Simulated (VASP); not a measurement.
C: relaxation of cell and atoms with PBEsol

The system is C.

```
CELL_PARAMETERS angstrom
2.48215 0.00000 0.00000
-1.24107 2.14960 0.00000
0.00000 0.00000 8.10670
ATOMIC_POSITIONS crystal
C 0.00000 0.00000 0.00000
C 0.33333 0.66667 0.25000
C 0.00000 0.00000 0.50000
C 0.66667 0.33333 0.75000
C 0.00000 0.00000 0.18750
C 0.33333 0.66667 0.43750
C 0.00000 0.00000 0.68750
C 0.66667 0.33333 0.93750
```

```
Program                : VASP 6.6.1
Task                   : relaxation of cell and atoms
Functional             : PBEsol
Potentials or basis    : VASP PAW PBE potentials, release 64 (C)
Cutoff                 : 600 eV
k mesh                 : 9 × 9 × 4
Occupations            : fermi-dirac, width 0.03 eV
Spin                   : no spin polarisation
Dipole correction      : no
Further INCAR settings : ALGO = Normal; EDIFF = 1e-06; IBRION = 2; EDIFFG = -0.01; NSW = 100; ISIF = 3
```

```json
{
 "Relaxed volume": "5.62 Å³/atom",
 "Relaxed cell": "a = 2.507 Å, b = 2.507 Å, c = 8.267 Å, α = 90.00°, β = 90.00°, γ = 120.00°",
 "Space group after relaxing (to 0.05 Å)": "P6_3/mmc (No. 194)",
 "Energy gained by relaxing": "15.0 meV/atom",
 "Ionic steps": "6",
 "Pressure after relaxing": "0.0 GPa",
 "Band gap on the k mesh": "4.44 eV, indirect (least direct gap 5.26 eV)"
}
```

Forces on the atoms (eV/Å):
```
C    0.000  0.000 -0.003
C    0.000  0.000 -0.001
C    0.000  0.000 -0.003
C    0.000  0.000 -0.001
C    0.000  0.000  0.003
C    0.000  0.000  0.001
C    0.000  0.000  0.003
C    0.000  0.000  0.001
```

Stress tensor (GPa, compression positive):
```
-0.08  0.00  0.00
 0.00 -0.08  0.00
 0.00  0.00  0.06
```

Step by step:
```csv
step,energy change (eV),largest force (eV/Å),pressure (GPa),volume (Å³)
1,0.0000,0.3613,19.01,43.25
2,0.0846,0.5363,-20.94,47.39
3,-0.1190,0.1026,0.04,44.98
4,-0.1191,0.0955,0.39,44.94
5,-0.1189,0.1105,-0.50,45.03
6,-0.1197,0.0029,-0.03,44.98
```

Final structure:
```yaml
crystal:
  lattice:
    - [2.50657, 0.00000, 0.00000]
    - [-1.25329, 2.17076, 0.00000]
    - [0.00000, 0.00000, 8.26738]
  atoms:
    - { symbol: C, position: [0.00000, 0.00000, 0.00080] }
    - { symbol: C, position: [0.33333, 0.66667, 0.24930] }
    - { symbol: C, position: [0.00000, 0.00000, 0.50080] }
    - { symbol: C, position: [0.66667, 0.33333, 0.74930] }
    - { symbol: C, position: [0.00000, 0.00000, 0.18670] }
    - { symbol: C, position: [0.33333, 0.66667, 0.43820] }
    - { symbol: C, position: [0.00000, 0.00000, 0.68670] }
    - { symbol: C, position: [0.66667, 0.33333, 0.93820] }
```

Levels at points of the mesh, in eV from the valence-band top:
```csv
k point,band 12,band 13,band 14,band 15,band 16,band 17,band 18,band 19,band 20,band 21
"(0.00, 0.00, 0.00)",-1.75,-1.75,-0.24,0.00,0.00,5.26,5.26,5.44,7.08,7.08
"(0.00, 0.00, 0.50)",-2.67,-0.66,-0.66,-0.66,-0.66,6.04,6.04,6.04,6.04,6.69
```

It took 3.5 min on 1 thread of AMD EPYC 7R13, on a shared host, peak memory 0.15 GiB.

Caveat: the PAW data sets were made with another functional, which shifts forces and pressure a little. Expect the measured gap to be larger: semilocal functionals such as PBEsol lack the derivative discontinuity.
